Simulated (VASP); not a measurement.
LiH, 2 atoms in the cell. The structure is trigonal, space group R-3m (No. 166). Conventional cell: a = 3.538 Å, b = 3.538 Å, c = 4.404 Å, α = 90.00°, β = 90.00°, γ = 120.00°. Within 2.9 Å of Li (site symmetry -3m) lie 8 H at 2.17 to 2.20 Å and 6 Li at 2.52 Å. Within 2.9 Å of H (site symmetry -3m) lie 8 Li at 2.17 to 2.20 Å and 6 H at 2.52 Å.  This cell differs from its parent crystal: strain along [111] +1.6%.

```yaml
Program: VASP 6.6.1
Task: single point
Functional: HSE06
Potentials_or_basis: VASP PAW PBE potentials, release 64 (Li_sv, H)
Cutoff: 520 eV
k_mesh: 8 × 8 × 8
Occupations: gaussian, width 0.01 eV
Spin: no spin polarisation
Dipole_correction: no
Grid_for_exact_exchange_PRECFOCK: Normal
Further_INCAR_settings: ALGO = Normal; EDIFF = 1e-06; NBANDS = 9
Screening_parameter: 0.2079 1/Å
```

Potentials or basis: VASP PAW PBE potentials, release 64 (Li_sv, H).

Launch:

```bash
$ cat potpaw_PBE.64/Li_sv/POTCAR potpaw_PBE.64/H/POTCAR > POTCAR
$ cp INCAR.step1 INCAR
$ mpirun -np 1 vasp_std > vasp.out
$ cp INCAR.step2 INCAR
$ mpirun -np 1 vasp_std > vasp.out
```

Hardware: 1 thread of Intel(R) Xeon(R) Platinum 8124M CPU @ 3.00GHz (Skylake/Cascade Lake), on a shared host.

How long does it take, and how much memory?

Wall time 5.5 min on 1 thread of Intel(R) Xeon(R) Platinum 8124M CPU @ 3.00GHz (Skylake/Cascade Lake) (shared host), peak memory 0.24 GiB. Counts: k points 65.
